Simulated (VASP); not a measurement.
Runs of VASP 6.6.1 on V. It takes space group Im-3m (No. 229, cubic). Conventional cell: a = 3.029 Å, b = 3.029 Å, c = 3.029 Å, α = 90.00°, β = 90.00°, γ = 90.00°. Within 3.5 Å of V (site symmetry m-3m) lie 14 V at 2.62 to 3.03 Å. 

```csv
fixed moment (μB),pressure (GPa),moment (μB)
0.2,-17.2,0.20
1.4,-7.4,1.40
1.0,-12.5,1.00
-,(a),(b)
0.1,-17.3,0.10
```

Alike in all rows: task single point; level LDA; potentials or basis VASP PAW LDA potentials, release 64 (V_sv); spin collinear, ferromagnetic start; cell as given; k mesh 15 × 15 × 15; cutoff (eV) 520; smearing fermi-dirac 0.08 eV.

**Question.** Estimate the missing entries.

**Answer.** (a) -17.4; (b) 0.00.

Caveats: the total moment is fixed, so each spin has its own Fermi level (some runs).
